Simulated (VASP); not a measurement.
Set up this calculation in VASP 6.6.1, as the native input.

| Item | Value |
| --- | --- |
| Task | single point |
| Functional | PBE |
| Dispersion | D3(BJ) |
| Potentials or basis | VASP PAW PBE potentials, release 64 (N) |
| Cutoff | 520 eV |
| k mesh | 1 × 1 × 1 |
| Occupations | gaussian, width 0.01 eV |
| Spin | no spin polarisation |
| Dipole correction | no |
| Further INCAR settings | ALGO = Normal; EDIFF = 1e-06; NBANDS = 12; NELMDL = -8 |

The structure of N2 lies in POSCAR:

```
N
1.0
    9.0000000000      0.0000000000      0.0000000000
    0.0000000000      9.2000000000      0.0000000000
    0.0000000000      0.0000000000     10.5000000000
N
2
Direct
    0.5000000000      0.5000000000      0.5524810881
    0.5000000000      0.5000000000      0.4475189119
```

One way to write it, as run:

INCAR

```
SYSTEM = N
ALGO = Normal
EDIFF = 1E-6
ENCUT = 520
GGA = PE
GGA_COMPAT = .FALSE.
ISIF = 2
ISMEAR = 0
IVDW = 12
LASPH = .TRUE.
LCHARG = .TRUE.
LELF = .TRUE.
LREAL = .FALSE.
LVHAR = .TRUE.
LWAVE = .FALSE.
NBANDS = 12
NELM = 120
NELMDL = -8
PREC = Accurate
SIGMA = 0.01
```

KPOINTS

```
k-points
0
G
  1 1 1
  0 0 0
```

Potentials or basis: VASP PAW PBE potentials, release 64 (N).

Launch:

```console
$ cat potpaw_PBE.64/N/POTCAR > POTCAR
$ mpirun -np 1 vasp_gam > vasp.out
```

Results of the run:

The largest force is 1.748 eV/Å and the gap between the frontier levels is 8.20 eV. The dispersion energy per atom is -0.006 eV.

Caveat: the standard files for N, O and F lose accuracy on very short bonds.

Run time: 46 s on 1 thread of Intel(R) Xeon(R) 6975P-C (Granite Rapids) (shared host), peak memory 0.7 GiB.
